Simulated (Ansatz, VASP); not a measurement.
B2W in VASP and in Ansatz

The input INCAR:

```
PREC     = Accurate       # precision mode
ENCUT    = 520            # plane-wave cutoff, eV
EDIFF    = 1E-8           # SCF threshold, eV
ISMEAR   = -1             # smearing method
SIGMA    = 0.05           # smearing width, eV
LREAL    = False          # projectors in reciprocal space
LASPH    = True           # aspherical terms in the spheres
NELM     = 80             # most SCF steps
ALGO     = Normal         # electronic algorithm
ISIF     = 2              # what is computed and relaxed
LWAVE    = False          # write WAVECAR
LCHARG   = False          # write CHGCAR
GGA      = CA             # functional
LEFG     = True         
NBANDS   = 17             # bands
```

Contents of KPOINTS:

```
regular mesh
0
Gamma
  14 14 12
```

Contents of POSCAR:

```
B2W
1.0
    3.0300347215      0.0000000000      0.0000000000
   -1.5150173608      2.6240870432      0.0000000000
    0.0000000000      0.0000000000      3.0601329648
B W
2 1
Direct
    0.3333333333      0.6666666667      0.5000000000
    0.6666666667      0.3333333333      0.5000000000
    0.0000000000      0.0000000000      0.0000000000
```

Input for Ansatz:

```yaml
crystal:
  lattice:
    - [3.0300347215, 0.0, 0.0]
    - [-1.5150173608, 2.6240870432, 0.0]
    - [0.0, 0.0, 3.0601329648]
  atoms:
    - { symbol: B, position: [0.3333333333, 0.6666666667, 0.5] }
    - { symbol: B, position: [0.6666666667, 0.3333333333, 0.5] }
    - { symbol: W, position: [0.0, 0.0, 0.0] }
kpoints:
  mp_grid: { grid: [14, 14, 12] }
scf:
  occupations: { method: fermi_dirac, width: 0.05 }
hamiltonian:
  xc: lda
  pseudopotentials: { kind: all_electron, datasets: crystal }
output:
  forces: true
  stress: true
  eigenvalues: true
  efg: { contact_densities: true }
```

Change from the starting cell: volume scaled by 1.01, crystal datasets.

Alike in both runs: task electric field gradients; functional LDA; k mesh 14 × 14 × 12; occupations fermi-dirac, width 0.05 eV; no spin polarisation.

```csv
,VASP,Ansatz
version,VASP 6.6.1,Ansatz 0.2.0
potentials or method,"VASP PAW LDA potentials, release 64 (B, W_sv), cutoff 520 eV","all-electron PAW with datasets made for the crystal, scalar-relativistic"
```

Ansatz gave:

| Quantity | Value |
| --- | --- |
| pressure (GPa) | 17.7 |
| traceless stress, the component that is largest in VASP (GPa) | 10.91 |
| size of Vzz on the site where it differs most (V/Å²) | 36.8 |

What did VASP give for the same quantities?

Pressure (GPa): 19.9; traceless stress, the component that is largest in VASP (GPa): 11.14; size of Vzz on the site where it differs most (V/Å²): 15.6.

LDA's correlation is that of Perdew and Zunger in VASP and of Perdew and Wang (1992) in Ansatz. Ansatz ran all-electron here, and VASP with PAW potentials.

Spin-orbit coupling is off throughout.
